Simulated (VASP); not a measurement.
Set up this calculation in VASP 6.6.1, as the native input.

```
Task                   : single point
Functional             : PBE
Potentials or basis    : VASP PAW PBE potentials, release 64 (Eu, Mg, Sb)
Cutoff                 : 520 eV
k mesh                 : 4 × 4 × 2
Occupations            : gaussian, width 0.1 eV
Spin                   : collinear spin, ferromagnetic start
Starting moments       : [7.0, 7.0, 0.0, 0.0, 0.0] μB
Dipole correction      : no
Further INCAR settings : ALGO = Normal; EDIFF = 1e-07; NBANDS = 35
```

The structure of Eu2MgSb2 lies in POSCAR:

```
Eu2MgSb2
1.0
    4.1888579200      0.0000000000      0.0000000000
    0.0000000000      4.1888579200      0.0000000000
    0.0000000000      0.0000000000      7.7326754700
Eu Mg Sb
2 1 2
Direct
    0.5000000000      0.0000000000      0.0000000000
    0.0000000000      0.5000000000      0.0000000000
    0.0000000000      0.0000000000      0.5000000000
    0.0000000000      0.0000000000      0.8028007300
    0.0000000000      0.0000000000      0.1971992700
```

The cell was generated, and may not be a known phase.

The input as run:

INCAR

```
SYSTEM = Eu2MgSb2
PREC = Accurate
ENCUT = 520
EDIFF = 1E-7
ISMEAR = 0
SIGMA = 0.1
LREAL = .False.
LASPH = .True.
NELM = 150
ALGO = Normal
ISIF = 2
LWAVE = .False.
LCHARG = .False.
ISPIN = 2
MAGMOM = 7 7 0 0 0
LORBIT = 11
LMAXMIX = 6
GGA = PE
NBANDS = 35
```

KPOINTS

```
regular mesh
0
Gamma
  4 4 2
  0 0 0
```

Potentials or basis: VASP PAW PBE potentials, release 64 (Eu, Mg, Sb).

Command:

```console
$ cat potpaw_PBE.64/Eu/POTCAR potpaw_PBE.64/Mg/POTCAR potpaw_PBE.64/Sb/POTCAR > POTCAR
$ mpirun -np 1 vasp_std > vasp.out
```

Results of the run:

```
Pressure                                              : 45.7 GPa
Largest force                                         : 7.702 eV/Å
Band gap on the k mesh                                : zero (filled and empty bands overlap)
Net moment                                            : 14.00 μB per cell
Site moments                                          : Eu +6.62; Mg -0.01; Sb -0.04 μB
Valence electrons inside the program's atomic spheres : Eu 15.42; Mg 0.46; Sb 2.91
```

Caveat: the k points lie up to 0.41 Å⁻¹ apart, too coarse for converged energies and pressures of a metal; spin-orbit coupling is left out, which moves the levels of the heavy elements; semilocal functionals describe open f shells poorly, which spoils levels, moments and volumes; forces of over 1 eV/Å act on the atoms, so gaps and moduli don't describe the material at rest.

It took 4.2 min on 1 thread of Intel(R) Xeon(R) Platinum 8259CL CPU @ 2.50GHz (Skylake/Cascade Lake) (shared host), peak memory 0.35 GiB.
